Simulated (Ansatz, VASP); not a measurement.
# Ca2Al2O: VASP beside Ansatz

```
Ca Al O
1.0
     3.46356    0.00000    0.00000
    -1.73178    2.99953    0.00000
     0.00000    0.00000    9.65447
Ca Al O
2 2 1
Direct
  0.33333 0.66667 0.35676
  0.66667 0.33333 0.64324
  0.33333 0.66667 0.90081
  0.66667 0.33333 0.09919
  0.00000 0.00000 0.50000
```

Change from the starting cell: species swapped into the Ce2SeO2 type (P-3m1, No. 164).

Alike in both runs: functional PBE; k mesh 6 × 6 × 4; occupations gaussian, width 0.1 eV; no spin polarisation.

Ansatz relaxed the structure, and its values are those at the end. VASP's run is a single point on that final structure, the one shown.

|  | VASP | Ansatz |
| --- | --- | --- |
| version | VASP 6.6.1 | Ansatz 0.2.0 |
| potentials or method | VASP PAW PBE potentials, release 64 (Ca_sv, Al, O), cutoff 520 eV | scalar-relativistic, plane waves, PAW |
| valence electrons in the cell | 32 | 32 |

Ansatz gave:

- gap on the k mesh at the Fermi level (eV): none
- pressure (GPa): -0.1
- rms of the force components (eV/Å): 0.009

Estimate VASP's values.

gap on the k mesh at the Fermi level (eV): none; pressure (GPa): 0.0; rms of the force components (eV/Å): 0.018.

A gap of «none» marks a metal or a gap that the smearing closes.
